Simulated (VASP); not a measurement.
# K2S (Fm-3m) in VASP: a series of runs

Runs on K2S. Level: r2SCAN. Tasks: single point, relaxation of cell and atoms.

Program: VASP 6.6.1. These are calculated values, not measurements. Logs are shortened: lines on timing, memory, paths and dates and some standing lists are left out, and cuts for length are marked.

## (1) The cell of the first run

It takes space group Fm-3m (No. 225, cubic). Conventional cell: a = 7.206 Å, b = 7.206 Å, c = 7.206 Å, α = 90.00°, β = 90.00°, γ = 90.00°. Within 4.1 Å of K (site symmetry -43m) lie 4 S at 3.12 Å and 6 K at 3.60 Å. Within 4.1 Å of S (site symmetry m-3m) lie 8 K at 3.12 Å.

## (2) Single point, r2SCAN

The input, POSCAR:

```
K2S
1.0
    3.6028417878      3.6028417878      0.0000000000
   -3.6028417878      3.6028417878      0.0000000000
    0.0000000000      3.6028417878      3.6028417878
K S
2 1
Direct
    0.2500000000      0.7500000000      0.5000000000
    0.7500000000      0.2500000000      0.5000000000
    0.0000000000      0.0000000000      0.0000000000
```

The input, INCAR.step1:

```
PREC     = Accurate       # precision mode
ENCUT    = 550            # plane-wave cutoff, eV
ISMEAR   = 0              # smearing method
SIGMA    = 0.01           # smearing width, eV
LREAL    = False          # projectors in reciprocal space
LASPH    = True           # aspherical terms in the spheres
NELM     = 120            # most SCF steps
NBANDS   = 19             # bands
GGA      = PE             # functional
ALGO     = Normal         # electronic algorithm
EDIFF    = 1E-5           # SCF threshold, eV
LWAVE    = True           # write WAVECAR
LCHARG   = False          # write CHGCAR
GGA_COMPAT= False
```

The input, INCAR.step2:

```
PREC     = Accurate       # precision mode
ENCUT    = 550            # plane-wave cutoff, eV
EDIFF    = 1E-6           # SCF threshold, eV
ISMEAR   = 0              # smearing method
SIGMA    = 0.01           # smearing width, eV
LREAL    = False          # projectors in reciprocal space
LASPH    = True           # aspherical terms in the spheres
NELM     = 120            # most SCF steps
ALGO     = Normal         # electronic algorithm
ISIF     = 2              # what is computed and relaxed
LWAVE    = False          # write WAVECAR
LCHARG   = True           # write CHGCAR
METAGGA  = R2SCAN         # meta-GGA
LMIXTAU  = True         
LELF     = True           # ELF
LVHAR    = True         
NBANDS   = 19             # bands
ISTART   = 1            
GGA_COMPAT= False
```

The input, KPOINTS:

```
Automatic mesh
0
Gamma
  6 6 6
```

Potentials or basis: VASP PAW PBE potentials, release 64 (K_sv, S).

Started as:

```
cat potpaw_PBE.64/K_sv/POTCAR potpaw_PBE.64/S/POTCAR > POTCAR
cp INCAR.step1 INCAR
mpirun -np 1 vasp_std > vasp.out
cp INCAR.step2 INCAR
mpirun -np 1 vasp_std > vasp.out
```

OUTCAR:

```text
PREC = Accurate
   ENCUT = 550
   EDIFF = 1E-6
   ISMEAR = 0
   LREAL = False
   LASPH = True
   NELM = 120
   ISIF = 2
   METAGGA = R2SCAN
   ISTART = 1

 ion  position               nearest neighbor table
   1  0.250  0.750  0.500-   3 3.12   3 3.12   3 3.12   3 3.12   2 3.60   2 3.60   2 3.60   2 3.60
                             2 3.60   2 3.60
   2  0.750  0.250  0.500-   3 3.12   3 3.12   3 3.12   3 3.12   1 3.60   1 3.60   1 3.60   1 3.60
                             1 3.60   1 3.60
   3  0.000  0.000  0.000-   2 3.12   1 3.12   1 3.12   2 3.12   1 3.12   2 3.12   2 3.12   1 3.12

  LATTYP: Found a face centered cubic cell.
 ALAT       =     7.2056835756

  Lattice vectors:

 A1 = (   0.0000000000,   3.6028417878,   3.6028417878)
 A2 = (   3.6028417878,   0.0000000000,   3.6028417878)
 A3 = (   3.6028417878,   3.6028417878,   0.0000000000)

Analysis of symmetry for initial positions (statically):
=====================================================================
 Subroutine PRICEL returns:
 Original cell was already a primitive cell.

 Routine SETGRP: Setting up the symmetry group for a
 face centered cubic supercell.

 Subroutine GETGRP returns: Found 48 space group operations
 (whereof 48 operations were pure point group operations)
 out of a pool of 48 trial point group operations.

The static configuration has the point symmetry O_h .

Analysis of symmetry for dynamics (positions and initial velocities):
=====================================================================
 Subroutine PRICEL returns:
 Original cell was already a primitive cell.

 Routine SETGRP: Setting up the symmetry group for a
 face centered cubic supercell.

 Subroutine GETGRP returns: Found 48 space group operations
 (whereof 48 operations were pure point group operations)
 out of a pool of 48 trial point group operations.

The dynamic configuration has the point symmetry O_h .

 Subroutine INISYM returns: Found 48 space group operations
 (whereof 48 operations are pure point group operations),
 and found     1 'primitive' translations

----------------------------------------------------------------------------------------

                                     Primitive cell

  volume of cell :      93.5332

  direct lattice vectors                    reciprocal lattice vectors
     3.602841788  3.602841788  0.000000000     0.138779338  0.138779338 -0.138779338
    -3.602841788  3.602841788  0.000000000    -0.138779338  0.138779338 -0.138779338
[... 78 lines left out ...]
   EDIFF  = 0.1E-05   stopping-criterion for ELM
   LREAL  =      F    real-space projection
   EDIFFG = 0.1E-04   stopping-criterion for IOM
   NSW    =      0    number of steps for IOM
   IBRION =     -1    ionic relax: 0-MD 1-quasi-New 2-CG
   NFREE  =      0    steps in history (QN), initial steepest desc. (CG)
   ISIF   =      2    stress and relaxation
   ISYM   =      2    0-nonsym 1-usesym 2-fastsym
   POTIM  = 0.5000    time-step for ionic-motion
   TEBEG  =    0.0;   TEEND  =   0.0 temperature during run
   PSTRESS=    0.0 pullay stress
   NELECT =      24.0000    total number of electrons
   NUPDOWN=      -1.0000    fix difference up-down
   EMIN   =  10.00;   EMAX   =-10.00  energy-range for DOS
   EFERMI =   0.00;   METHOD = LEGACY
   ISMEAR =     0;   SIGMA  =   0.01  broadening in eV -4-tet -1-fermi 0-gaus
   EFERMI_NEDOS =   21; number of points for ismear=-14 and -15
   IALGO  =     38    algorithm
   IMIX   =      4    mixing-type and parameters
     AMIX     =   0.40;   BMIX     =  1.00
     AMIX_MAG =   1.60;   BMIX_MAG =  1.00
  volume/ion in A,a.u.               =      31.18       210.40
  Fermi-wavevector in a.u.,A,eV,Ry     =   1.040296  1.965873 14.724425  1.082215
  Thomas-Fermi vector in A             =   2.174865
   LORBIT       =      0    0 simple, 1 ext, 2 COOP (PROOUT), +10 PAW based schemes
   METAGGA = R2SCAN    functional components
   LHFCALC =     F    Hartree Fock is set to
   AEXX    =    0.0000 exact exchange contribution
   IVDW    =     0    specifies the selected vdW correction
   LEPSILON=     F    determine dielectric tensor
   LRPA    =     F    only Hartree local field effects (RPA)
 non-spin polarized calculation
 Gauss-broadening in eV      SIGMA  =   0.01
  energy-cutoff  :      550.00
  volume of cell :       93.53
 maximum number of plane-waves:      2764
   NGX = 19   NGY = 19   NGZ = 19

 number of electron      24.0000003 magnetization

 Free energy of the ion-electron system (eV)
  ---------------------------------------------------
  ext. energy  EPLUGINS =         0.00000000
  ---------------------------------------------------
  free energy    TOTEN  =       -23.76403463 eV

  energy without entropy =      -23.76403463  energy(sigma->0) =      -23.76403463

 E-fermi :  -0.1722     XC(G=0):  -8.0441

 val. band max:       -0.3163295266   @ k =   0.5000   0.5000   0.0000
 cond. band min:       2.6496765329   @ k =   0.0000   0.0000   0.0000
 fundamental gap:      2.9660060595
 Fermi energy:        -0.1722031006

 k-point     1 :       0.0000    0.0000    0.0000
  band No.  band energies     occupation
      1     -30.6299      2.00000
      2     -30.5190      2.00000
      3     -13.4771      2.00000
      4     -13.4771      2.00000
      5     -13.4771      2.00000
      6     -13.1873      2.00000
[... 329 lines left out ...]
      6     -13.2485      2.00000
[... 11 lines left out ...]
     18       8.0425      0.00000
     19       8.7476      0.00000

------------------------ aborting loop because EDIFF is reached ----------------------------------------

  FORCE on cell =-STRESS in cart. coord.  units (eV):
  Direction    XX          YY          ZZ          XY          YZ          ZX
  --------------------------------------------------------------------------------------
  -------------------------------------------------------------------------------------
  Total        1.1819960      1.1819960      1.1819960      0.0000000     -0.0000000      0.0000000
  in kB       20.2470151     20.2470151     20.2470151      0.0000000     -0.0000000      0.0000000
  external PRESSURE =      20.2470151 kB  Pullay stress =       0.0000000 kB

 VOLUME and BASIS-vectors are now :
 -----------------------------------------------------------------------------
  energy-cutoff  :      550.00
  volume of cell :       93.53
      direct lattice vectors                 reciprocal lattice vectors
     3.602841788  3.602841788  0.000000000     0.138779338  0.138779338 -0.138779338
    -3.602841788  3.602841788  0.000000000    -0.138779338  0.138779338 -0.138779338
     0.000000000  3.602841788  3.602841788     0.000000000  0.000000000  0.277558677

 POSITION                                       TOTAL-FORCE (eV/Angst)
 -----------------------------------------------------------------------------------
     -1.80142      5.40426      1.80142        -0.000000     -0.000000     -0.000000
      1.80142      5.40426      1.80142         0.000000      0.000000      0.000000
      0.00000      0.00000      0.00000         0.000000     -0.000000      0.000000
 -----------------------------------------------------------------------------------
    total drift:                                0.000000      0.000000      0.000000

  FREE ENERGIE OF THE ION-ELECTRON SYSTEM (eV)
  ---------------------------------------------------
  free  energy   TOTEN  =       -23.7640346285 eV

  energy  without entropy=      -23.7640346285  energy(sigma->0) =      -23.76403463
```

It took 91 s on 1 thread of AMD EPYC 9R45 (Zen 5), shared host; peak memory 0.23 GiB.

Results:

```yaml
Free_energy: -23.7640 eV
Pressure: 2.0 GPa
Band_gap_on_the_k_mesh: 2.97 eV (least direct gap 3.25 eV)
```

Caveat: the PAW data sets were made with another functional, which shifts forces and pressure a little. A k mesh can miss the band edges.

[end of part 1 of 3]
